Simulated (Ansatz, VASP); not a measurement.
## Al2Au in VASP and in Ansatz

```
Al Au
1.0
     0.00000    3.00000    3.06000
     3.00000    0.00000    3.06000
     3.00000    3.00000    0.00000
Al Au
2 1
Direct
  0.25000 0.25000 0.25000
  0.75000 0.75000 0.75000
  0.00000 0.00000 0.00000
```

Change from the starting cell: zz strain of +2 %.

Alike in both runs: task single point; functional LDA; k mesh 11 × 11 × 11; occupations fermi-dirac, width 0.05 eV; no spin polarisation.

|  | VASP | Ansatz |
| --- | --- | --- |
| version | VASP 6.6.1 | Ansatz 0.2.0 |
| potentials or method | VASP PAW LDA potentials, release 64 (Al, Au), cutoff 520 eV | all-electron LAPW, scalar-relativistic |

|  | VASP | Ansatz | Ansatz less VASP |
| --- | --- | --- | --- |
| pressure (GPa) | -4.4 | -4.6 | -0.18 |
| traceless stress, the component that is largest in VASP (GPa) | -0.65 | -0.66 | -0.009 |

LDA's correlation is that of Perdew and Zunger in VASP and of Perdew and Wang (1992) in Ansatz. Ansatz ran all-electron here, and VASP with PAW potentials.

Neither program's run includes spin-orbit coupling.
